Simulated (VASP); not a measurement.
# C (Fd-3m) in VASP: further runs

C is run at these levels: r2SCAN, LDA; tasks: relaxation of cell and atoms.

Everything below comes from runs of VASP 6.6.1. Logs are shortened: lines on timing, memory, paths and dates and some standing lists are left out, and cuts for length are marked.

## (1) The cell of the first run

It takes space group Fd-3m (No. 227, cubic). Conventional cell: a = 3.573 Å, b = 3.573 Å, c = 3.573 Å, α = 90.00°, β = 90.00°, γ = 90.00°. Within 2.1 Å of C (site symmetry -43m) lie 4 C at 1.55 Å.

## (2) Relaxation of cell and atoms, r2SCAN

The input, POSCAR:

```
C
1.0
    0.0000000000      1.7863159877      1.7863159877
    1.7863159877      0.0000000000      1.7863159877
    1.7863159877      1.7863159877      0.0000000000
C
2
Direct
   -0.1250000000     -0.1250000000     -0.1250000000
    0.1250000000      0.1250000000      0.1250000000
```

The input, INCAR.step1:

```
SYSTEM = C
PREC = Accurate
ENCUT = 600
ISMEAR = -1
SIGMA = 0.02
LREAL = .FALSE.
LASPH = .TRUE.
NELM = 60
GGA = PE
ALGO = Normal
EDIFF = 1E-4
LWAVE = .TRUE.
LCHARG = .FALSE.
```

The input, INCAR.step2:

```
SYSTEM = C
PREC = Accurate
ENCUT = 600
EDIFF = 1E-6
ISMEAR = -1
SIGMA = 0.02
LREAL = .FALSE.
LASPH = .TRUE.
NELM = 60
ALGO = Normal
ISIF = 3
LWAVE = .FALSE.
LCHARG = .FALSE.
METAGGA = R2SCAN
LMIXTAU = .TRUE.
IBRION = 2
NSW = 60
EDIFFG = -0.005
ISTART = 1
```

The input, KPOINTS:

```
regular mesh
0
G
  16 16 16
  0 0 0
```

Potentials or basis: VASP PAW PBE potentials, release 64 (C).

Launch:

```console
> cat potpaw_PBE.64/C/POTCAR > POTCAR
> cp INCAR.step1 INCAR
> mpirun -np 1 vasp_std > vasp.out
> cp INCAR.step2 INCAR
> mpirun -np 1 vasp_std > vasp.out
```

OUTCAR:

```text
SYSTEM = C
   PREC = Accurate
   ENCUT = 600
   EDIFF = 1E-6
   ISMEAR = -1
   LREAL = .FALSE.
   LASPH = .TRUE.
   NELM = 60
   ISIF = 3
   METAGGA = R2SCAN
   IBRION = 2
   NSW = 60
   EDIFFG = -0.005
   ISTART = 1

 ion  position               nearest neighbor table
   1  0.875  0.875  0.875-   2 1.55   2 1.55   2 1.55   2 1.55
   2  0.125  0.125  0.125-   1 1.55   1 1.55   1 1.55   1 1.55

  LATTYP: Found a face centered cubic cell.
 ALAT       =     3.5726319754

  Lattice vectors:

 A1 = (   0.0000000000,   1.7863159877,   1.7863159877)
 A2 = (   1.7863159877,   0.0000000000,   1.7863159877)
 A3 = (   1.7863159877,   1.7863159877,   0.0000000000)

Analysis of symmetry for initial positions (statically):
=====================================================================
 Subroutine PRICEL returns:
 Original cell was already a primitive cell.

 Routine SETGRP: Setting up the symmetry group for a
 face centered cubic supercell.

 Subroutine GETGRP returns: Found 48 space group operations
 (whereof 12 operations were pure point group operations)
 out of a pool of 48 trial point group operations.

The static configuration has the point symmetry D_3d.
 The point group associated with its full space group is O_h .

Analysis of symmetry for dynamics (positions and initial velocities):
=====================================================================
 Subroutine PRICEL returns:
 Original cell was already a primitive cell.

 Routine SETGRP: Setting up the symmetry group for a
 face centered cubic supercell.

 Subroutine GETGRP returns: Found 48 space group operations
 (whereof 12 operations were pure point group operations)
 out of a pool of 48 trial point group operations.

The dynamic configuration has the point symmetry D_3d.
 The point group associated with its full space group is O_h .

 Subroutine INISYM returns: Found 48 space group operations
 (whereof 12 operations are pure point group operations),
 and found     1 'primitive' translations

----------------------------------------------------------------------------------------

                                     Primitive cell

  volume of cell :      11.4000

  direct lattice vectors                    reciprocal lattice vectors
     0.000000000  1.786315988  1.786315988    -0.279905685  0.279905685  0.279905685
[... 92 lines left out ...]
   ISIF   =      3    stress and relaxation
   ISYM   =      2    0-nonsym 1-usesym 2-fastsym
   POTIM  = 0.5000    time-step for ionic-motion
   TEBEG  =    0.0;   TEEND  =   0.0 temperature during run
   PSTRESS=    0.0 pullay stress
   NELECT =       8.0000    total number of electrons
   NUPDOWN=      -1.0000    fix difference up-down
   EMIN   =  10.00;   EMAX   =-10.00  energy-range for DOS
   EFERMI =   0.00;   METHOD = LEGACY
   ISMEAR =    -1;   SIGMA  =   0.02  broadening in eV -4-tet -1-fermi 0-gaus
   EFERMI_NEDOS =   21; number of points for ismear=-14 and -15
   IALGO  =     38    algorithm
   IMIX   =      4    mixing-type and parameters
     AMIX     =   0.40;   BMIX     =  1.00
     AMIX_MAG =   1.60;   BMIX_MAG =  1.00
  volume/ion in A,a.u.               =       5.70        38.47
  Fermi-wavevector in a.u.,A,eV,Ry     =   1.454800  2.749173 28.795945  2.116442
  Thomas-Fermi vector in A             =   2.571908
   LORBIT       =      0    0 simple, 1 ext, 2 COOP (PROOUT), +10 PAW based schemes
   METAGGA = R2SCAN    functional components
   LHFCALC =     F    Hartree Fock is set to
   AEXX    =    0.0000 exact exchange contribution
   IVDW    =     0    specifies the selected vdW correction
   LEPSILON=     F    determine dielectric tensor
   LRPA    =     F    only Hartree local field effects (RPA)
 conjugate gradient relaxation of ions
 non-spin polarized calculation
  energy-cutoff  :      600.00
  volume of cell :       11.40
 maximum number of plane-waves:       392
   NGX =  9   NGY =  9   NGZ =  9

--------------------------------------- Ionic step        1  -------------------------------------------

 number of electron       7.9999999 magnetization

 Free energy of the ion-electron system (eV)
  ---------------------------------------------------
  ext. energy  EPLUGINS =         0.00000000
  ---------------------------------------------------
  free energy    TOTEN  =       -19.66314471 eV

  energy without entropy =      -19.66314471  energy(sigma->0) =      -19.66314471

------------------------ aborting loop because EDIFF is reached ----------------------------------------

  FORCE on cell =-STRESS in cart. coord.  units (eV):
  Direction    XX          YY          ZZ          XY          YZ          ZX
  --------------------------------------------------------------------------------------
  -------------------------------------------------------------------------------------
  Total       -0.3036585     -0.3036585     -0.3036585      0.0000000      0.0000000      0.0000000
  in kB      -42.6767313    -42.6767313    -42.6767313      0.0000000      0.0000000      0.0000000
  external PRESSURE =     -42.6767313 kB  Pullay stress =       0.0000000 kB
[... 59 lines left out ...]
--------------------------------------- Ionic step        3  -------------------------------------------

 number of electron       7.9999999 magnetization

 Free energy of the ion-electron system (eV)
  ---------------------------------------------------
  ext. energy  EPLUGINS =         0.00000000
  ---------------------------------------------------
  free energy    TOTEN  =       -19.66462389 eV

  energy without entropy =      -19.66462389  energy(sigma->0) =      -19.66462389

 E-fermi :  10.2104     XC(G=0): -14.2833

 val. band max:        9.7796345167   @ k =   0.0000   0.0000   0.0000
 cond. band min:      14.1166804490   @ k =   0.3750   0.3750   0.0000
 fundamental gap:      4.3370459323
 Fermi energy:        10.2104308457

 k-point     1 :       0.0000    0.0000    0.0000
  band No.  band energies     occupation
      1     -12.9801      2.00000
      2       9.7796      2.00000
      3       9.7796      2.00000
      4       9.7796      2.00000
      5      15.6285      0.00000
      6      15.6285      0.00000
      7      15.6285      0.00000
      8      23.7105      0.00000
[... 243 lines left out ...]
 k-point    24 :      -0.0625    0.0625    0.0000
  band No.  band energies     occupation
      1     -12.6782      2.00000
      2       8.2443      2.00000
      3       8.6303      2.00000
      4       9.5858      2.00000
      5      15.9397      0.00000
      6      16.5187      0.00000
      7      16.8186      0.00000
      8      23.9745      0.00000

 [... further k-points ...]
[... 5 lines left out ...]
  --------------------------------------------------------------------------------------
  -------------------------------------------------------------------------------------
  Total       -0.0052776     -0.0052776     -0.0052776     -0.0000000      0.0000000      0.0000000
  in kB       -0.7489327     -0.7489327     -0.7489327     -0.0000000      0.0000000      0.0000000
  external PRESSURE =      -0.7489327 kB  Pullay stress =       0.0000000 kB
[... 17 lines left out ...]
  FREE ENERGIE OF THE ION-ELECTRON SYSTEM (eV)
  ---------------------------------------------------
  free  energy   TOTEN  =       -19.6646238919 eV

  energy  without entropy=      -19.6646238919  energy(sigma->0) =      -19.66462389

 reached required accuracy - stopping structural energy minimisation
```

It took 2.3 min on 1 thread of Intel Xeon Platinum 8259CL at 2.50GHz (Skylake/Cascade Lake), shared host; peak memory 0.12 GiB.

Results:

| Property | Result |
| --- | --- |
| Free energy | -19.6646 eV |
| Relaxed volume | 5.65 Å³/atom |
| Relaxed cell | a = 2.518 Å, b = 2.518 Å, c = 2.518 Å, α = 60.00°, β = 60.00°, γ = 60.00° |
| Space group after relaxing (to 0.1 Å) | Fd-3m (No. 227) |
| Energy gained by relaxing | 0.7 meV/atom |
| Ionic steps | 3 |
| Pressure after relaxing | -0.1 GPa |
| Band gap on the k mesh | 4.34 eV (least direct gap 5.85 eV) |

The path:
```csv
step,energy change (eV),largest force (eV/Å),pressure (GPa),volume (Å³)
1,0.0000,0.0000,-4.27,11.40
2,0.0010,0.0000,5.68,11.15
3,-0.0015,0.0000,-0.07,11.29
```

Final structure:
```
C
1.0
     0.00000    1.78056    1.78056
     1.78056    0.00000    1.78056
     1.78056    1.78056    0.00000
C
2
Direct
  0.87500 0.87500 0.87500
  0.12500 0.12500 0.12500
```

Caveat: the PAW data sets were made with another functional, which shifts forces and pressure a little. A k mesh can miss the band edges.

## (3) Relaxation of cell and atoms, LDA

The input, INCAR:

```
SYSTEM = C
PREC     = Accurate       ! precision mode
ENCUT    = 600            ! plane-wave cutoff, eV
EDIFF    = 1E-6           ! SCF threshold, eV
ISMEAR   = -1             ! smearing method
SIGMA    = 0.02           ! smearing width, eV
LREAL    = .False.        ! projectors in reciprocal space
LASPH    = .True.         ! aspherical terms in the spheres
NELM     = 60             ! most SCF steps
ALGO     = Normal         ! electronic algorithm
ISIF     = 3              ! what is computed and relaxed
LWAVE    = .False.        ! write WAVECAR
LCHARG   = .False.        ! write CHGCAR
GGA      = CA             ! functional
IBRION   = 2              ! ionic algorithm
NSW      = 60             ! ionic steps
EDIFFG   = -0.005         ! ionic threshold
```

The input, KPOINTS:

```
Automatic mesh
0
Gamma
  24 24 24
  0 0 0
```

POSCAR is that of step 2.

Potentials or basis: VASP PAW LDA potentials, release 64 (C).

Launch:

```console
> cat potpaw_LDA.64/C/POTCAR > POTCAR
> mpirun -np 1 vasp_std > vasp.out
```

Wall time 1.8 min (1 thread of Intel Xeon Platinum 8259CL at 2.50GHz (Skylake/Cascade Lake), shared host); peak memory 0.14 GiB.

The run converged. Its results:

| Property | Result |
| --- | --- |
| Free energy | -20.2542 eV |
| Relaxed volume | 5.52 Å³/atom |
| Relaxed cell | a = 2.499 Å, b = 2.499 Å, c = 2.499 Å, α = 60.00°, β = 60.00°, γ = 60.00° |
| Space group after relaxing (to 0.1 Å) | Fd-3m (No. 227) |
| Energy gained by relaxing | 8.5 meV/atom |
| Ionic steps | 6 |
| Pressure after relaxing | 0.0 GPa |
| Band gap on the k mesh | 4.17 eV (least direct gap 5.62 eV) |

The path:
| step | energy change (eV) | largest force (eV/Å) | pressure (GPa) | volume (Å³) |
| --- | --- | --- | --- | --- |
| 1 | 0.0000 | 0.0000 | -14.44 | 11.40 |
| 2 | 0.0123 | 0.0000 | 21.30 | 10.57 |
| 3 | -0.0171 | 0.0000 | -0.15 | 11.03 |
| 4 | -0.0171 | 0.0000 | 0.15 | 11.03 |
| 5 | -0.0171 | 0.0000 | -0.16 | 11.03 |
| 6 | -0.0171 | 0.0000 | -0.03 | 11.03 |

Final structure:
```
C
1.0
     0.00000    1.76681    1.76681
     1.76681    0.00000    1.76681
     1.76681    1.76681    0.00000
C
2
Direct
  0.87500 0.87500 0.87500
  0.12500 0.12500 0.12500
```

Levels at points of the mesh, in eV from the valence-band top:
| k point | band 2 | band 3 | band 4 | band 5 | band 6 | band 7 |
| --- | --- | --- | --- | --- | --- | --- |
| (0.00, 0.00, 0.00) | 0.00 | 0.00 | 0.00 | 5.62 | 5.62 | 5.62 |
| (0.50, 0.00, 0.00) | -13.67 | -2.86 | -2.86 | 8.50 | 8.50 | 9.40 |
| (0.50, 0.50, 0.00) | -12.81 | -6.46 | -6.46 | 4.77 | 4.77 | 17.05 |
